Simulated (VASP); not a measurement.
# TaHg (P-3m1) in VASP: a series of runs

The runs below take TaHg through single point, with PBE.

Program: VASP 6.6.1. These are calculated values, not measurements. Logs are shortened: lines on timing, memory, paths and dates and some standing lists are left out, and cuts for length are marked.

**1. The cell of the first run**

The structure is trigonal, space group P-3m1 (No. 164). The conventional cell has a = 3.193 Å, b = 3.193 Å, c = 9.499 Å, α = 90.00°, β = 90.00°, γ = 120.00°. Within 3.6 Å of Ta (site symmetry 3m) lie 9 Ta at 2.73 to 3.19 Å and 3 Hg at 3.05 Å. Within 4.0 Å of Hg (site symmetry 3m) lie 3 Ta at 3.05 Å and 9 Hg at 3.19 to 3.21 Å.

**2. Single point, PBE**

File INCAR:

```
SYSTEM = TaHg
PREC = Accurate ; ENCUT = 500
EDIFF = 1E-6 ; ISMEAR = 0
SIGMA = 0.1 ; LREAL = .False.
LASPH = .True. ; NELM = 120
ALGO = Normal ; ISIF = 2
LWAVE = .False. ; LCHARG = .True.
GGA = PE ; LELF = .True.
LVHAR = .True. ; NBANDS = 31
GGA_COMPAT = .False.
```

File KPOINTS:

```
regular mesh
0
Gamma
  6 6 2
  0 0 0
```

File POSCAR:

```
TaHg
1.0
    3.1929710744     -0.0000000028      0.0000000000
   -1.5964855348      2.7651940654      0.0000000000
    0.0000000000      0.0000000000      9.4990357658
Ta Hg
2 2
Direct
    0.3333333333      0.6666666667      0.3942615736
    0.6666666667      0.3333333333      0.6057384264
    0.3333333333      0.6666666667      0.8618352166
    0.6666666667      0.3333333333      0.1381647834
```

Potentials or basis: VASP PAW PBE potentials, release 64 (Ta_pv, Hg).

Run with:

```
cat potpaw_PBE.64/Ta_pv/POTCAR potpaw_PBE.64/Hg/POTCAR > POTCAR
mpirun -np 1 vasp_std > vasp.out
```

OUTCAR:

```text
SYSTEM = TaHg
   PREC = Accurate
   ENCUT = 500
   EDIFF = 1E-6
   ISMEAR = 0
   LREAL = .False.
   LASPH = .True.
   NELM = 120
   ISIF = 2
   GGA = PE

 ion  position               nearest neighbor table
   1  0.333  0.667  0.394-   2 2.73   2 2.73   2 2.73   4 3.05   4 3.05   4 3.05
   2  0.667  0.333  0.606-   1 2.73   1 2.73   1 2.73   3 3.05   3 3.05   3 3.05
   3  0.333  0.667  0.862-   2 3.05   2 3.05   2 3.05   4 3.21   4 3.21   4 3.21
   4  0.667  0.333  0.138-   1 3.05   1 3.05   1 3.05   3 3.21   3 3.21   3 3.21

  LATTYP: Found a hexagonal cell.
 ALAT       =     3.1929710744
 C/A-ratio  =     2.9749833445

  Lattice vectors:

 A1 = (   3.1929710744,  -0.0000000028,   0.0000000000)
 A2 = (  -1.5964855348,   2.7651940654,   0.0000000000)
 A3 = (   0.0000000000,   0.0000000000,   9.4990357658)

Analysis of symmetry for initial positions (statically):
=====================================================================
 Subroutine PRICEL returns:
 Original cell was already a primitive cell.

 Routine SETGRP: Setting up the symmetry group for a
 hexagonal supercell.

 Subroutine GETGRP returns: Found 12 space group operations
 (whereof 12 operations were pure point group operations)
 out of a pool of 24 trial point group operations.

The static configuration has the point symmetry D_3d.

Analysis of symmetry for dynamics (positions and initial velocities):
=====================================================================
 Subroutine PRICEL returns:
 Original cell was already a primitive cell.

 Routine SETGRP: Setting up the symmetry group for a
 hexagonal supercell.

 Subroutine GETGRP returns: Found 12 space group operations
 (whereof 12 operations were pure point group operations)
 out of a pool of 24 trial point group operations.

The dynamic configuration has the point symmetry D_3d.

 Subroutine INISYM returns: Found 12 space group operations
 (whereof 12 operations are pure point group operations),
 and found     1 'primitive' translations

----------------------------------------------------------------------------------------

                                     Primitive cell

  volume of cell :      83.8687

  direct lattice vectors                    reciprocal lattice vectors
     3.192971074 -0.000000003  0.000000000     0.313187930  0.180819135  0.000000000
    -1.596485535  2.765194065  0.000000000     0.000000000  0.361638271  0.000000000
     0.000000000  0.000000000  9.499035766     0.000000000  0.000000000  0.105273843

  length of vectors
     3.192971074  3.192971074  9.499035766     0.361638271  0.361638271  0.105273843

  position of ions in fractional coordinates (direct lattice)
     0.333333333  0.666666667  0.394261574
     0.666666667  0.333333333  0.605738426
     0.333333333  0.666666667  0.861835217
     0.666666667  0.333333333  0.138164783

  ion indices of the primitive-cell ions
   primitive index   ion index
                 1           1
                 2           2
                 3           3
                 4           4

----------------------------------------------------------------------------------------

 KPOINTS: regular mesh

Automatic generation of k-mesh.
 Grid dimensions read from file:
 generate k-points for:    6    6    2

 Generating k-lattice:

  Cartesian coordinates                     Fractional coordinates (reciprocal lattice)
     0.052197988  0.030136523  0.000000000     0.166666667 -0.000000000  0.000000000
     0.000000000  0.060273045  0.000000000     0.000000000  0.166666667  0.000000000
     0.000000000  0.000000000  0.052636922     0.000000000  0.000000000  0.500000000

  Length of vectors
     0.060273045  0.060273045  0.052636922

  Shift w.r.t. Gamma in fractional coordinates (k-lattice)
     0.000000000  0.000000000  0.000000000

 Subroutine IBZKPT returns following result:
 ===========================================

 Found     14 irreducible k-points:

 Following reciprocal coordinates:
            Coordinates               Weight
  0.000000  0.000000  0.000000      1.000000
  0.166667  0.000000  0.000000      6.000000
  0.333333  0.000000  0.000000      6.000000
  0.500000  0.000000  0.000000      3.000000
  0.166667  0.166667  0.000000      6.000000
  0.333333  0.166667  0.000000     12.000000
  0.333333  0.333333  0.000000      2.000000
  0.000000  0.000000  0.500000      1.000000
  0.166667  0.000000  0.500000      6.000000
  0.333333  0.000000  0.500000      6.000000
  0.500000  0.000000  0.500000      3.000000
  0.166667  0.166667  0.500000      6.000000
  0.333333  0.166667  0.500000     12.000000
  0.333333  0.333333  0.500000      2.000000
   k-points           NKPTS =     14   k-points in BZ     NKDIM =     14   number of bands    NBANDS=     31
   number of dos      NEDOS =    301   number of ions     NIONS =      4
   total plane-waves  NPLWV =  40320
   dimension x,y,z NGX =    24 NGY =   24 NGZ =   70
   dimension x,y,z NGXF=    48 NGYF=   48 NGZF=  140
   ions per type =               2   2
   NGX,Y,Z   is equivalent  to a cutoff of  12.50, 12.50, 12.25 a.u.
   NGXF,Y,Z  is equivalent  to a cutoff of  24.99, 24.99, 24.50 a.u.
 SYSTEM =  TaHg
   PREC   = accura    normal or accurate (medium, high low for compatibility)
   ISTART =      0    job   : 0-new  1-cont  2-samecut
   ICHARG =      2    charge: 1-file 2-atom 10-const
   ISPIN  =      1    spin polarized calculation?
   LNONCOLLINEAR =      F non collinear calculations
   LSORBIT =      F    spin-orbit coupling
   LASPH  =      T    aspherical Exc in radial PAW
   ENCUT  =  500.0 eV  36.75 Ry    6.06 a.u.   5.82  5.82 17.32*2*pi/ulx,y,z
   NELM   =    120;   NELMIN=  2; NELMDL= -5     # of ELM steps
   EDIFF  = 0.1E-05   stopping-criterion for ELM
   LREAL  =      F    real-space projection
   EDIFFG = 0.1E-04   stopping-criterion for IOM
   NSW    =      0    number of steps for IOM
   IBRION =     -1    ionic relax: 0-MD 1-quasi-New 2-CG
   NFREE  =      0    steps in history (QN), initial steepest desc. (CG)
   ISIF   =      2    stress and relaxation
   ISYM   =      2    0-nonsym 1-usesym 2-fastsym
   POTIM  = 0.5000    time-step for ionic-motion
   TEBEG  =    0.0;   TEEND  =   0.0 temperature during run
   PSTRESS=    0.0 pullay stress
   NELECT =      46.0000    total number of electrons
   NUPDOWN=      -1.0000    fix difference up-down
   EMIN   =  10.00;   EMAX   =-10.00  energy-range for DOS
   EFERMI =   0.00;   METHOD = LEGACY
   ISMEAR =     0;   SIGMA  =   0.10  broadening in eV -4-tet -1-fermi 0-gaus
   EFERMI_NEDOS =   21; number of points for ismear=-14 and -15
   IALGO  =     38    algorithm
   IMIX   =      4    mixing-type and parameters
     AMIX     =   0.40;   BMIX     =  1.00
     AMIX_MAG =   1.60;   BMIX_MAG =  1.00
  volume/ion in A,a.u.               =      20.97       141.49
  Fermi-wavevector in a.u.,A,eV,Ry     =   1.340070  2.532365 24.433164  1.795787
  Thomas-Fermi vector in A             =   2.468412
   LORBIT       =      0    0 simple, 1 ext, 2 COOP (PROOUT), +10 PAW based schemes
   GGA     = PE    functional components
   LHFCALC =     F    Hartree Fock is set to
   AEXX    =    0.0000 exact exchange contribution
   IVDW    =     0    specifies the selected vdW correction
   LEPSILON=     F    determine dielectric tensor
   LRPA    =     F    only Hartree local field effects (RPA)
 non-spin polarized calculation
 Gauss-broadening in eV      SIGMA  =   0.10
  energy-cutoff  :      500.00
  volume of cell :       83.87
 maximum number of plane-waves:      2140
 NGX is ok and might be reduce to    24
   NGX = 11   NGY = 11   NGZ = 35

 number of electron      46.0000010 magnetization

 Free energy of the ion-electron system (eV)
  ---------------------------------------------------
  ext. energy  EPLUGINS =         0.00000000
  ---------------------------------------------------
  free energy    TOTEN  =       -22.65862348 eV

  energy without entropy =      -22.63274745  energy(sigma->0) =      -22.64568547

 E-fermi :   4.3799     XC(G=0): -11.6433

 val. band max:        4.3223553565   @ k =   0.5000   0.0000   0.5000
 cond. band min:       4.3812948933   @ k =   0.1667   0.0000   0.5000
 fundamental gap:      0.0589395368
 Fermi energy:         4.3799321886

 k-point     1 :       0.0000    0.0000    0.0000
  band No.  band energies     occupation
      1     -30.4599      2.00000
      2     -29.8497      2.00000
      3     -29.8497      2.00000
      4     -29.6003      2.00000
      5     -29.5985      2.00000
      6     -29.5985      2.00000
[... 23 lines left out ...]
     30       8.9077      0.00000
     31       8.9077      0.00000

 k-point     2 :       0.1667    0.0000    0.0000
  band No.  band energies     occupation
      1     -30.4347      2.00000
      2     -30.0172      2.00000
      3     -29.8927      2.00000
      4     -29.6737      2.00000
      5     -29.6044      2.00000
      6     -29.5607      2.00000
[... 23 lines left out ...]
     30       9.0678      0.00000
     31      10.1146      0.00000

 k-point     3 :       0.3333    0.0000    0.0000
  band No.  band energies     occupation
      1     -30.4113      2.00000
      2     -30.2732      2.00000
      3     -29.9720      2.00000
      4     -29.7613      2.00000
      5     -29.6222      2.00000
      6     -29.5862      2.00000
[... 23 lines left out ...]
     30       9.0221      0.00000
     31       9.6404      0.00000

 k-point     4 :       0.5000    0.0000    0.0000
  band No.  band energies     occupation
      1     -30.4161      2.00000
      2     -30.3938      2.00000
      3     -30.0093      2.00000
      4     -29.7374      2.00000
      5     -29.6528      2.00000
      6     -29.6330      2.00000
[... 23 lines left out ...]
     30       9.4629      0.00000
     31       9.8047      0.00000

 k-point     5 :       0.1667    0.1667    0.0000
  band No.  band energies     occupation
      1     -30.4093      2.00000
      2     -30.1795      2.00000
      3     -30.0084      2.00000
      4     -29.7088      2.00000
      5     -29.6484      2.00000
      6     -29.5636      2.00000
[... 23 lines left out ...]
     30       9.1775      0.00000
     31      10.8672      0.00000

 k-point     6 :       0.3333    0.1667    0.0000
  band No.  band energies     occupation
      1     -30.3959      2.00000
      2     -30.3322      2.00000
      3     -30.0987      2.00000
      4     -29.7374      2.00000
      5     -29.6724      2.00000
      6     -29.6103      2.00000
[... 23 lines left out ...]
     30       8.9691      0.00000
     31       9.2976      0.00000

 k-point     7 :       0.3333    0.3333    0.0000
  band No.  band energies     occupation
      1     -30.3332      2.00000
      2     -30.3332      2.00000
      3     -30.2296      2.00000
      4     -29.7771      2.00000
      5     -29.6430      2.00000
      6     -29.6430      2.00000
[... 23 lines left out ...]
     30       8.9955      0.00000
     31       8.9955      0.00000

 k-point     8 :       0.0000    0.0000    0.5000
  band No.  band energies     occupation
      1     -30.4599      2.00000
      2     -29.8497      2.00000
      3     -29.8497      2.00000
      4     -29.6003      2.00000
      5     -29.5985      2.00000
      6     -29.5985      2.00000
[... 23 lines left out ...]
     30       8.9141      0.00000
     31       9.0938      0.00000

 k-point     9 :       0.1667    0.0000    0.5000
  band No.  band energies     occupation
      1     -30.4347      2.00000
      2     -30.0172      2.00000
      3     -29.8927      2.00000
      4     -29.6737      2.00000
      5     -29.6044      2.00000
      6     -29.5607      2.00000
[... 23 lines left out ...]
     30       9.0626      0.00000
     31      11.0526      0.00000

 k-point    10 :       0.3333    0.0000    0.5000
  band No.  band energies     occupation
      1     -30.4113      2.00000
      2     -30.2732      2.00000
      3     -29.9720      2.00000
      4     -29.7613      2.00000
      5     -29.6222      2.00000
      6     -29.5862      2.00000
[... 23 lines left out ...]
     30       8.9444      0.00000
     31       9.0236      0.00000

 k-point    11 :       0.5000    0.0000    0.5000
  band No.  band energies     occupation
      1     -30.4162      2.00000
      2     -30.3938      2.00000
      3     -30.0093      2.00000
      4     -29.7374      2.00000
      5     -29.6528      2.00000
      6     -29.6330      2.00000
[... 23 lines left out ...]
     30       8.5819      0.00000
     31       9.4305      0.00000

 k-point    12 :       0.1667    0.1667    0.5000
  band No.  band energies     occupation
      1     -30.4093      2.00000
      2     -30.1795      2.00000
      3     -30.0084      2.00000
      4     -29.7088      2.00000
      5     -29.6484      2.00000
      6     -29.5636      2.00000
[... 23 lines left out ...]
     30       8.8697      0.00000
     31       9.8969      0.00000

 k-point    13 :       0.3333    0.1667    0.5000
  band No.  band energies     occupation
      1     -30.3959      2.00000
      2     -30.3322      2.00000
      3     -30.0987      2.00000
      4     -29.7374      2.00000
      5     -29.6724      2.00000
      6     -29.6103      2.00000
[... 23 lines left out ...]
     30       9.0081      0.00000
     31       9.6432      0.00000

 k-point    14 :       0.3333    0.3333    0.5000
  band No.  band energies     occupation
      1     -30.3332      2.00000
      2     -30.3332      2.00000
      3     -30.2296      2.00000
      4     -29.7771      2.00000
      5     -29.6430      2.00000
      6     -29.6430      2.00000
[... 23 lines left out ...]
     30       8.3433      0.00000
     31       8.4255      0.00000

------------------------ aborting loop because EDIFF is reached ----------------------------------------

  FORCE on cell =-STRESS in cart. coord.  units (eV):
  Direction    XX          YY          ZZ          XY          YZ          ZX
  --------------------------------------------------------------------------------------
  -------------------------------------------------------------------------------------
  Total        0.1405078      0.1405078      0.1240804     -0.0000000      0.0000000     -0.0000000
  in kB        2.6841761      2.6841761      2.3703555     -0.0000000      0.0000000     -0.0000000
  external PRESSURE =       2.5795692 kB  Pullay stress =       0.0000000 kB

 VOLUME and BASIS-vectors are now :
 -----------------------------------------------------------------------------
  energy-cutoff  :      500.00
  volume of cell :       83.87
      direct lattice vectors                 reciprocal lattice vectors
     3.192971074 -0.000000003  0.000000000     0.313187930  0.180819135  0.000000000
    -1.596485535  2.765194065  0.000000000     0.000000000  0.361638271  0.000000000
     0.000000000  0.000000000  9.499035766     0.000000000  0.000000000  0.105273843

 POSITION                                       TOTAL-FORCE (eV/Angst)
 -----------------------------------------------------------------------------------
      0.00000      1.84346      3.74510         0.000000      0.000000      0.030052
      1.59649      0.92173      5.75393        -0.000000     -0.000000     -0.030052
      0.00000      1.84346      8.18660        -0.000000      0.000000     -0.000324
      1.59649      0.92173      1.31243         0.000000     -0.000000      0.000324
 -----------------------------------------------------------------------------------
    total drift:                                0.000000     -0.000000     -0.000000

  FREE ENERGIE OF THE ION-ELECTRON SYSTEM (eV)
  ---------------------------------------------------
  free  energy   TOTEN  =       -22.6586234828 eV

  energy  without entropy=      -22.6327474480  energy(sigma->0) =      -22.64568547
```

Run time: 14 s. Hardware: 1 thread of Intel Xeon 6975P-C (Granite Rapids), shared host; peak memory 0.19 GiB.

Results:

```yaml
Free_energy: -22.6586 eV
Pressure: 0.3 GPa
Largest_force: 0.030 eV/Å
Band_gap_on_the_k_mesh: zero (band 23 reaches 4.43 eV, above the bottom of band 24 at 4.22 eV)
```

Forces in eV/Å, atoms in the order of the input:
```
Ta   0.000  0.000  0.030
Ta   0.000  0.000 -0.030
Hg   0.000  0.000  0.000
Hg   0.000  0.000  0.000
```

Caveat: the k points lie up to 0.38 Å⁻¹ apart; spin-orbit coupling is left out, which moves the levels of the heavy elements.

**3. Single point, PBE**

This run uses another cell than the first one, of 23.38 Å³/atom, 1.115 times its volume.

File INCAR:

```
PREC = Accurate
ENCUT = 500
EDIFF = 1E-6
ISMEAR = 0
SIGMA = 0.1
LREAL = False
LASPH = True
NELM = 120
ALGO = Normal
ISIF = 2
LWAVE = False
LCHARG = True
GGA = PE
LELF = True
LVHAR = True
NBANDS = 31
GGA_COMPAT = False
```

File KPOINTS:

```
regular mesh
0
Gamma
  6 6 2
```

File POSCAR:

```
TaHg
1.0
    3.3237684300      0.0000000000      0.0000000000
   -1.6618842100      2.8784678900      0.0000000000
    0.0000000000      0.0000000000      9.7730203200
Ta Hg
2 2
Direct
    0.3333333300      0.6666666700      0.3783776900
    0.6666666700      0.3333333300      0.6216223100
    0.3333333300      0.6666666700      0.8716396400
    0.6666666700      0.3333333300      0.1283603600
```

Potentials or basis: VASP PAW PBE potentials, release 64 (Ta_pv, Hg).

Run with:

```
cat potpaw_PBE.64/Ta_pv/POTCAR potpaw_PBE.64/Hg/POTCAR > POTCAR
mpirun -np 1 vasp_std > vasp.out
```

Run time: 14 s. Hardware: 1 thread of Intel Xeon 6975P-C (Granite Rapids), shared host; peak memory 0.2 GiB.

The run converged. Its results:

- Free energy: -21.8684 eV
- Pressure: -13.7 GPa
- Largest force: 1.102 eV/Å
- Band gap on the k mesh: zero (band 23 reaches 3.68 eV, above the bottom of band 24 at 3.55 eV)

Forces in eV/Å, atoms in the order of the input:
```
Ta   0.000  0.000  1.102
Ta   0.000  0.000 -1.102
Hg   0.000  0.000 -0.412
Hg   0.000  0.000  0.412
```

Stress tensor (GPa, compression positive):
```
-15.05   0.00   0.00
  0.00 -15.05   0.00
  0.00   0.00 -11.02
```

Levels at points of the mesh, in eV from the Fermi level:
```tsv
k point	band 21	band 22	band 23	band 24	band 25	band 26
(0.00, 0.00, 0.00)	-0.49	0.06	0.06	0.18	0.18	0.46
(0.50, 0.00, 0.00)	-1.96	-1.23	-0.74	0.15	0.50	1.85
(0.00, 0.00, 0.50)	-1.09	0.05	0.05	0.18	0.18	0.44
(0.50, 0.00, 0.50)	-2.02	-1.23	-0.65	0.20	0.37	2.15
```

Caveat: the k points lie up to 0.36 Å⁻¹ apart; spin-orbit coupling is left out, which moves the levels of the heavy elements; forces of over 1 eV/Å act on the atoms, so gaps and moduli don't describe the material at rest.
